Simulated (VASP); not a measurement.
Here is a VASP 6.6.1 calculation.

INCAR

```
SYSTEM = K
PREC     = Accurate       ! precision mode
ENCUT    = 520            ! plane-wave cutoff, eV
EDIFF    = 1E-7           ! SCF threshold, eV
ISMEAR   = 0              ! smearing method
SIGMA    = 0.1            ! smearing width, eV
LREAL    = .False.        ! projectors in reciprocal space
LASPH    = .True.         ! aspherical terms in the spheres
NELM     = 80             ! most SCF steps
ALGO     = Normal         ! electronic algorithm
ISIF     = 2              ! what is computed and relaxed
LWAVE    = .False.        ! write WAVECAR
LCHARG   = .False.        ! write CHGCAR
GGA      = PE             ! functional
NBANDS   = 10             ! bands
```

The input KPOINTS:

```
regular mesh
0
Gamma
  12 12 12
  0 0 0
```

The input POSCAR:

```
K
1.0
   -2.6670747446      2.6670747446      2.6670747446
    2.6670747446     -2.6670747446      2.6670747446
    2.6670747446      2.6670747446     -2.6670747446
K
1
Direct
    0.0000000000      0.0000000000      0.0000000000
```

Potentials or basis: VASP PAW PBE potentials, release 64 (K_sv).

Command:

```sh
$ cat potpaw_PBE.64/K_sv/POTCAR > POTCAR
$ mpirun -np 1 vasp_std > vasp.out
```

Q: What does it give for the pressure?

A: -0.1 GPa.
